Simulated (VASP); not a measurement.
# NaH (P1) in VASP: a series of runs

NaH is run at these levels: PBE, r2SCAN; tasks: single point.

Everything below comes from runs of VASP 6.6.1. Logs are shortened: lines on timing, memory, paths and dates and some standing lists are left out, and cuts for length are marked.

## Step 1: The cell of the first run

The typed cell holds 16 atoms: a = 6.781 Å, b = 6.781 Å, c = 6.781 Å, α = 60.00°, β = 60.00°, γ = 60.00°.

## Step 2: Single point, PBE

File INCAR:

```
ALGO     = Normal         # electronic algorithm
EDIFF    = 1E-6           # SCF threshold, eV
ENCUT    = 520            # plane-wave cutoff, eV
GGA      = PE             # functional
ISIF     = 2              # what is computed and relaxed
ISMEAR   = -1             # smearing method
LASPH    = T              # aspherical terms in the spheres
LCHARG   = F              # write CHGCAR
LREAL    = Auto         
LWAVE    = F              # write WAVECAR
NBANDS   = 46             # bands
NELM     = 100            # most SCF steps
PREC     = Accurate       # precision mode
SIGMA    = 0.026          # smearing width, eV
```

File KPOINTS:

```
k-points
0
Gamma
  2 2 2
```

File POSCAR:

```
NaH
1.0
    0.0000000000      4.7950245745      4.7950245745
    4.7950245745      0.0000000000      4.7950245745
    4.7950245745      4.7950245745      0.0000000000
Na H
8 8
Direct
   -0.0127866915      0.0012330489      0.0081377059
   -0.0009580764     -0.0166833347      0.4974885870
    0.0177213899      0.5028640547     -0.0030292858
   -0.0031851766      0.4990220515      0.4978087104
    0.5142358421     -0.0062597177      0.0093892115
    0.5004191246      0.0013030173      0.4961227963
    0.4820969036      0.5069282675      0.0037535783
    0.5035031547      0.5129544097      0.4893155319
    0.2355612536      0.2455055197      0.2654092758
    0.2627423448      0.2336845166      0.7544530677
    0.2317992291      0.7593729591      0.2446031260
    0.2550861796      0.7257899195      0.7586608668
    0.7250950326      0.2701319837      0.2573043122
    0.7563073856      0.2468399237      0.7662007656
    0.7408777463      0.7416241449      0.2534404112
    0.7686665507      0.7459890861      0.7230407157
```

Potentials or basis: VASP PAW PBE potentials, release 64 (Na_pv, H).

Run with:

```
$ cat potpaw_PBE.64/Na_pv/POTCAR potpaw_PBE.64/H/POTCAR > POTCAR
$ mpirun -np 1 vasp_std > vasp.out
```

OUTCAR:

```text
EDIFF = 1E-6
   ENCUT = 520
   GGA = PE
   ISIF = 2
   ISMEAR = -1
   LASPH = T
   LREAL = Auto
   NELM = 100
   PREC = Accurate

 ion  position               nearest neighbor table
   1  0.987  0.001  0.008-
   2  0.999  0.983  0.497-
   3  0.018  0.503  0.997-
   4  0.997  0.499  0.498-
   5  0.514  0.994  0.009-
   6  0.500  0.001  0.496-
[... 8 lines left out ...]
  15  0.741  0.742  0.253-
  16  0.769  0.746  0.723-

  LATTYP: Found a face centered cubic cell.
 ALAT       =     9.5900491490

  Lattice vectors:

 A1 = (   0.0000000000,   4.7950245745,   4.7950245745)
 A2 = (   4.7950245745,   0.0000000000,   4.7950245745)
 A3 = (   4.7950245745,   4.7950245745,   0.0000000000)

Analysis of symmetry for initial positions (statically):
=====================================================================
 Subroutine PRICEL returns:
 Original cell was already a primitive cell.

 Routine SETGRP: Setting up the symmetry group for a
 face centered cubic supercell.

 Subroutine GETGRP returns: Found  1 space group operations
 (whereof  1 operations were pure point group operations)
 out of a pool of 48 trial point group operations.

The static configuration has the point symmetry C_1 .

Analysis of symmetry for dynamics (positions and initial velocities):
=====================================================================
 Subroutine PRICEL returns:
 Original cell was already a primitive cell.

 Routine SETGRP: Setting up the symmetry group for a
 face centered cubic supercell.

 Subroutine GETGRP returns: Found  1 space group operations
 (whereof  1 operations were pure point group operations)
 out of a pool of 48 trial point group operations.

The dynamic configuration has the point symmetry C_1 .

 Subroutine INISYM returns: Found  1 space group operations
 (whereof  1 operations are pure point group operations),
 and found     1 'primitive' translations

----------------------------------------------------------------------------------------

                                     Primitive cell

  volume of cell :     220.4969

  direct lattice vectors                    reciprocal lattice vectors
     0.000000000  4.795024575  4.795024575    -0.104274752  0.104274752  0.104274752
     4.795024575  0.000000000  4.795024575     0.104274752 -0.104274752  0.104274752
     4.795024575  4.795024575  0.000000000     0.104274752  0.104274752 -0.104274752

  length of vectors
     6.781188785  6.781188785  6.781188785     0.180609169  0.180609169  0.180609169

  position of ions in fractional coordinates (direct lattice)
     0.987213309  0.001233049  0.008137706
     0.999041924  0.983316665  0.497488587
     0.017721390  0.502864055  0.996970714
     0.996814823  0.499022051  0.497808710
     0.514235842  0.993740282  0.009389212
     0.500419125  0.001303017  0.496122796
[... 8 lines left out ...]
     0.740877746  0.741624145  0.253440411
     0.768666551  0.745989086  0.723040716

  ion indices of the primitive-cell ions
   primitive index   ion index
                 1           1
                 2           2
                 3           3
                 4           4
                 5           5
                 6           6
[... 8 lines left out ...]
                15          15
                16          16

----------------------------------------------------------------------------------------

 KPOINTS: k-points

Automatic generation of k-mesh.
 Grid dimensions read from file:
 generate k-points for:    2    2    2

 Generating k-lattice:

  Cartesian coordinates                     Fractional coordinates (reciprocal lattice)
    -0.052137376  0.052137376  0.052137376     0.500000000  0.000000000  0.000000000
     0.052137376 -0.052137376  0.052137376     0.000000000  0.500000000  0.000000000
     0.052137376  0.052137376 -0.052137376     0.000000000  0.000000000  0.500000000

  Length of vectors
     0.090304585  0.090304585  0.090304585

  Shift w.r.t. Gamma in fractional coordinates (k-lattice)
     0.000000000  0.000000000  0.000000000

 Subroutine IBZKPT returns following result:
 ===========================================

 Found      8 irreducible k-points:

 Following reciprocal coordinates:
            Coordinates               Weight
  0.000000  0.000000  0.000000      1.000000
  0.500000  0.000000  0.000000      1.000000
  0.000000  0.500000  0.000000      1.000000
  0.000000  0.000000  0.500000      1.000000
  0.500000  0.500000  0.500000      1.000000
  0.500000  0.500000  0.000000      1.000000
  0.000000  0.500000  0.500000      1.000000
  0.500000  0.000000  0.500000      1.000000
   k-points           NKPTS =      8   k-points in BZ     NKDIM =      8   number of bands    NBANDS=     46
   number of dos      NEDOS =    301   number of ions     NIONS =     16
   total plane-waves  NPLWV = 125000
   dimension x,y,z NGX =    50 NGY =   50 NGZ =   50
   dimension x,y,z NGXF=   100 NGYF=  100 NGZF=  100
   ions per type =               8   8
   NGX,Y,Z   is equivalent  to a cutoff of  12.26, 12.26, 12.26 a.u.
   NGXF,Y,Z  is equivalent  to a cutoff of  24.52, 24.52, 24.52 a.u.
 SYSTEM =  unknown system
   PREC   = accura    normal or accurate (medium, high low for compatibility)
   ISTART =      0    job   : 0-new  1-cont  2-samecut
   ICHARG =      2    charge: 1-file 2-atom 10-const
   ISPIN  =      1    spin polarized calculation?
   LNONCOLLINEAR =      F non collinear calculations
   LSORBIT =      F    spin-orbit coupling
   LASPH  =      T    aspherical Exc in radial PAW
   ENCUT  =  520.0 eV  38.22 Ry    6.18 a.u.  12.61 12.61 12.61*2*pi/ulx,y,z
   NELM   =    100;   NELMIN=  2; NELMDL= -5     # of ELM steps
   EDIFF  = 0.1E-05   stopping-criterion for ELM
   LREAL  =      T    real-space projection
   EDIFFG = 0.1E-04   stopping-criterion for IOM
   NSW    =      0    number of steps for IOM
   IBRION =     -1    ionic relax: 0-MD 1-quasi-New 2-CG
   NFREE  =      0    steps in history (QN), initial steepest desc. (CG)
   ISIF   =      2    stress and relaxation
   ISYM   =      2    0-nonsym 1-usesym 2-fastsym
   POTIM  = 0.5000    time-step for ionic-motion
   TEBEG  =    0.0;   TEEND  =   0.0 temperature during run
   PSTRESS=    0.0 pullay stress
   NELECT =      64.0000    total number of electrons
   NUPDOWN=      -1.0000    fix difference up-down
   EMIN   =  10.00;   EMAX   =-10.00  energy-range for DOS
   EFERMI =   0.00;   METHOD = LEGACY
   ISMEAR =    -1;   SIGMA  =   0.03  broadening in eV -4-tet -1-fermi 0-gaus
   EFERMI_NEDOS =   21; number of points for ismear=-14 and -15
   IALGO  =     38    algorithm
   IMIX   =      4    mixing-type and parameters
     AMIX     =   0.40;   BMIX     =  1.00
     AMIX_MAG =   1.60;   BMIX_MAG =  1.00
  volume/ion in A,a.u.               =      13.78        93.00
  Fermi-wavevector in a.u.,A,eV,Ry     =   1.083929  2.048328 15.985500  1.174901
  Thomas-Fermi vector in A             =   2.220006
   LORBIT       =      0    0 simple, 1 ext, 2 COOP (PROOUT), +10 PAW based schemes
   GGA     = PE    functional components
   LHFCALC =     F    Hartree Fock is set to
   AEXX    =    0.0000 exact exchange contribution
   IVDW    =     0    specifies the selected vdW correction
   LEPSILON=     F    determine dielectric tensor
   LRPA    =     F    only Hartree local field effects (RPA)
 non-spin polarized calculation
  energy-cutoff  :      520.00
  volume of cell :      220.50
 maximum number of plane-waves:      5961
   NGX = 25   NGY = 25   NGZ = 25

 number of electron      63.9999999 magnetization

 Free energy of the ion-electron system (eV)
  ---------------------------------------------------
  ext. energy  EPLUGINS =         0.00000000
  ---------------------------------------------------
  free energy    TOTEN  =       -40.49928224 eV

  energy without entropy =      -40.49928224  energy(sigma->0) =      -40.49928224

 E-fermi :  -0.3597     XC(G=0):  -7.8430

 val. band max:       -0.9866524088   @ k =   0.5000   0.5000   0.0000
 cond. band min:       2.7454517756   @ k =   0.0000   0.0000   0.0000
 fundamental gap:      3.7321041844
 Fermi energy:        -0.3597093589

 k-point     1 :       0.0000    0.0000    0.0000
  band No.  band energies     occupation
      1     -23.2690      2.00000
      2     -23.2607      2.00000
      3     -23.2526      2.00000
      4     -23.2188      2.00000
      5     -23.1989      2.00000
      6     -23.1867      2.00000
[... 36 lines left out ...]
     43       9.2242      0.00000
     44       9.3925      0.00000

 k-point     2 :       0.5000    0.0000    0.0000
  band No.  band energies     occupation
      1     -23.2621      2.00000
      2     -23.2510      2.00000
      3     -23.2386      2.00000
      4     -23.2088      2.00000
      5     -23.1897      2.00000
      6     -23.1798      2.00000
[... 36 lines left out ...]
     43       6.8104      0.00000
     44       6.8503      0.00000

 k-point     3 :       0.0000    0.5000    0.0000
  band No.  band energies     occupation
      1     -23.2613      2.00000
      2     -23.2542      2.00000
      3     -23.2413      2.00000
      4     -23.2076      2.00000
      5     -23.1873      2.00000
      6     -23.1749      2.00000
[... 36 lines left out ...]
     43       6.7915      0.00000
     44       6.9110      0.00000

 k-point     4 :       0.0000    0.0000    0.5000
  band No.  band energies     occupation
      1     -23.2632      2.00000
      2     -23.2528      2.00000
      3     -23.2410      2.00000
      4     -23.2032      2.00000
      5     -23.1882      2.00000
      6     -23.1770      2.00000
[... 36 lines left out ...]
     43       6.8330      0.00000
     44       6.8721      0.00000

 k-point     5 :       0.5000    0.5000    0.5000
  band No.  band energies     occupation
      1     -23.2618      2.00000
      2     -23.2527      2.00000
      3     -23.2398      2.00000
      4     -23.2020      2.00000
      5     -23.1868      2.00000
      6     -23.1841      2.00000
[... 36 lines left out ...]
     43       6.8149      0.00000
     44       6.8534      0.00000

 k-point     6 :       0.5000    0.5000    0.0000
  band No.  band energies     occupation
      1     -23.2605      2.00000
      2     -23.2452      2.00000
      3     -23.2415      2.00000
      4     -23.1995      2.00000
      5     -23.1785      2.00000
      6     -23.1752      2.00000
[... 36 lines left out ...]
     43       6.4632      0.00000
     44       6.5097      0.00000

 k-point     7 :       0.0000    0.5000    0.5000
  band No.  band energies     occupation
      1     -23.2549      2.00000
      2     -23.2505      2.00000
      3     -23.2409      2.00000
      4     -23.1884      2.00000
      5     -23.1849      2.00000
      6     -23.1831      2.00000
[... 36 lines left out ...]
     43       6.4560      0.00000
     44       6.5148      0.00000

 k-point     8 :       0.5000    0.0000    0.5000
  band No.  band energies     occupation
      1     -23.2598      2.00000
      2     -23.2510      2.00000
      3     -23.2342      2.00000
      4     -23.2002      2.00000
      5     -23.1918      2.00000
      6     -23.1700      2.00000
[... 36 lines left out ...]
     43       6.4672      0.00000
     44       6.5096      0.00000
 [bands above 44 left out]

------------------------ aborting loop because EDIFF is reached ----------------------------------------

  FORCE on cell =-STRESS in cart. coord.  units (eV):
  Direction    XX          YY          ZZ          XY          YZ          ZX
  --------------------------------------------------------------------------------------
  -------------------------------------------------------------------------------------
  Total        1.0485849      1.0553092      1.2233334      0.0564176      0.0262959     -0.0412143
  in kB        7.6192401      7.6681003      8.8890001      0.4099423      0.1910718     -0.2994715
  external PRESSURE =       8.0587802 kB  Pullay stress =       0.0000000 kB

 VOLUME and BASIS-vectors are now :
 -----------------------------------------------------------------------------
  energy-cutoff  :      520.00
  volume of cell :      220.50
      direct lattice vectors                 reciprocal lattice vectors
     0.000000000  4.795024575  4.795024575    -0.104274752  0.104274752  0.104274752
     4.795024575  0.000000000  4.795024575     0.104274752 -0.104274752  0.104274752
     4.795024575  4.795024575  0.000000000     0.104274752  0.104274752 -0.104274752

 POSITION                                       TOTAL-FORCE (eV/Angst)
 -----------------------------------------------------------------------------------
      0.04493      4.77273      4.73962        -0.003644      0.017446      0.246291
      7.10050      7.17590      9.50546         0.222745     -0.035728      0.172120
      7.19174      4.86547      2.49622        -0.163869     -0.150580     -0.366944
      4.77983      7.16676      7.17257         0.000150      0.173384     -0.102010
      4.81003      2.51079      7.23078        -0.091244     -0.371860     -0.058176
      2.38517      4.77844      2.40577         0.183198      0.058034     -0.056599
[... 8 lines left out ...]
      4.77136      4.76778      7.10863         0.044562      0.025145      0.189159
      7.04403      7.15277      7.26281         0.234763      0.066089     -0.137886
 -----------------------------------------------------------------------------------
    total drift:                               -0.000743     -0.002103      0.001360

  FREE ENERGIE OF THE ION-ELECTRON SYSTEM (eV)
  ---------------------------------------------------
  free  energy   TOTEN  =       -40.4992822439 eV

  energy  without entropy=      -40.4992822438  energy(sigma->0) =      -40.49928224
```

Run time: 2.1 min. Hardware: 1 thread of Intel Xeon Platinum 8488C (Sapphire Rapids), shared host; peak memory 0.35 GiB.

Results:

- Free energy: -40.4993 eV
- Pressure: 0.8 GPa
- Largest force: 0.429 eV/Å
- Band gap on the k mesh: 3.73 eV (least direct gap 3.90 eV)

Forces in eV/Å, atoms in the order of the input:
```
Na  -0.004  0.017  0.246
Na   0.223 -0.036  0.172
Na  -0.164 -0.151 -0.367
Na   0.000  0.173 -0.102
Na  -0.091 -0.372 -0.058
Na   0.183  0.058 -0.057
Na  -0.069  0.194  0.179
Na  -0.084  0.112 -0.303
H   -0.103  0.027  0.065
H    0.093 -0.045  0.022
H   -0.065  0.127  0.049
H    0.093 -0.141  0.176
H   -0.203  0.077  0.028
H   -0.089 -0.132 -0.102
H    0.045  0.025  0.189
H    0.235  0.066 -0.138
```

Levels at points of the mesh, in eV from the valence-band top:
| k point | band 30 | band 31 | band 32 | band 33 | band 34 | band 35 |
| --- | --- | --- | --- | --- | --- | --- |
| (0.00, 0.00, 0.00) | -0.24 | -0.22 | -0.17 | 3.73 | 3.74 | 3.76 |
| (0.50, 0.00, 0.00) | -0.63 | -0.58 | -0.48 | 4.88 | 4.96 | 5.00 |
| (0.00, 0.50, 0.00) | -0.70 | -0.53 | -0.47 | 4.79 | 4.88 | 5.02 |
| (0.00, 0.00, 0.50) | -0.67 | -0.58 | -0.41 | 4.78 | 4.87 | 4.94 |
| (0.50, 0.50, 0.50) | -0.64 | -0.58 | -0.48 | 4.85 | 4.86 | 5.02 |
| (0.50, 0.50, 0.00) | -1.19 | -0.04 | 0.00 | 5.59 | 5.62 | 5.81 |
| (0.00, 0.50, 0.50) | -1.23 | -0.04 | -0.01 | 5.68 | 5.75 | 5.80 |
| (0.50, 0.00, 0.50) | -1.21 | -0.04 | -0.01 | 5.66 | 5.71 | 5.77 |

Caveat: the k points lie up to 0.57 Å⁻¹ apart; the atoms stand as in a frame of molecular dynamics. A k mesh can miss the band edges.

## Step 3: Single point, PBE

File INCAR:

```
SYSTEM = NaH
ALGO = Normal
EDIFF = 1E-6
ENCUT = 520
GGA = PE
ISIF = 2
ISMEAR = -1
LASPH = .TRUE.
LCHARG = .FALSE.
LREAL = Auto
LWAVE = .FALSE.
NBANDS = 46
NELM = 60
PREC = Accurate
SIGMA = 0.026
```

File KPOINTS:

```
k-points
0
G
  2 2 2
  0 0 0
```

File POSCAR:

```
NaH
1.0
    0.0000000000      4.7950245745      4.7950245745
    4.7950245745      0.0000000000      4.7950245745
    4.7950245745      4.7950245745      0.0000000000
Na H
8 8
Direct
   -0.0176477719      0.0028993595      0.0111074509
   -0.0019236606     -0.0226895605      0.4963198755
    0.0246634815      0.5022216180     -0.0042352233
   -0.0043987262      0.4968648154      0.4983315441
    0.5194351898     -0.0079374984      0.0114986898
    0.4995580237      0.0023092687      0.4957463644
    0.4755397943      0.5100724641      0.0053970526
    0.5046047132      0.5168703437      0.4857587201
    0.2484637944      0.2528460451      0.2577477927
    0.2468859088      0.2798469495      0.7430034914
    0.2418797823      0.7186445964      0.2728393733
    0.2563595829      0.7496342186      0.7271117063
    0.7498521528      0.2463763181      0.2387901213
    0.7289515300      0.2625024086      0.7425956728
    0.7749566123      0.7474520608      0.2651364931
    0.7565012324      0.7287685278      0.7544991572
```

Potentials or basis: VASP PAW PBE potentials, release 64 (Na_pv, H).

Run with:

```
$ cat potpaw_PBE.64/Na_pv/POTCAR potpaw_PBE.64/H/POTCAR > POTCAR
$ mpirun -np 1 vasp_std > vasp.out
```

Run time: 1.9 min. Hardware: 1 thread of Intel Xeon Platinum 8488C (Sapphire Rapids), shared host; peak memory 0.35 GiB.

The run converged. Its results:

```
Free energy            : -40.3510 eV
Pressure               : 0.8 GPa
Largest force          : 0.500 eV/Å
Band gap on the k mesh : 3.66 eV (least direct gap 3.80 eV)
```

Forces on the atoms (eV/Å):
```
Na  -0.076 -0.029  0.402
Na   0.210 -0.045  0.122
Na  -0.142 -0.190 -0.299
Na   0.089  0.332 -0.170
Na  -0.079 -0.362 -0.056
Na   0.266  0.095  0.000
Na  -0.174  0.194  0.228
Na  -0.182  0.142 -0.260
H   -0.189 -0.024 -0.085
H   -0.225  0.165 -0.261
H    0.039 -0.172  0.425
H    0.292  0.066  0.038
H    0.123  0.099  0.032
H   -0.081  0.245 -0.013
H   -0.145 -0.451 -0.160
H    0.275 -0.064  0.058
```

Stress tensor (GPa, compression positive):
```
 0.76 -0.01 -0.04
-0.01  0.83  0.07
-0.04  0.07  0.93
```

Levels at points of the mesh, in eV from the valence-band top:
```tsv
k point	band 30	band 31	band 32	band 33	band 34	band 35
(0.00, 0.00, 0.00)	-0.25	-0.25	-0.14	3.66	3.67	3.70
(0.50, 0.00, 0.00)	-0.67	-0.60	-0.40	4.61	4.85	4.93
(0.00, 0.50, 0.00)	-0.66	-0.56	-0.45	4.64	4.75	5.03
(0.00, 0.00, 0.50)	-0.69	-0.59	-0.42	4.67	4.85	4.91
(0.50, 0.50, 0.50)	-0.67	-0.61	-0.44	4.66	4.91	5.00
(0.50, 0.50, 0.00)	-1.14	-0.07	-0.01	5.33	5.60	5.76
(0.00, 0.50, 0.50)	-1.19	-0.07	0.00	5.45	5.51	5.77
(0.50, 0.00, 0.50)	-1.08	-0.06	-0.03	5.31	5.61	5.79
```

Caveat: the k points lie up to 0.57 Å⁻¹ apart; the atoms stand as in a frame of molecular dynamics. A k mesh can miss the band edges.

(Continued in part 2 of 3.)
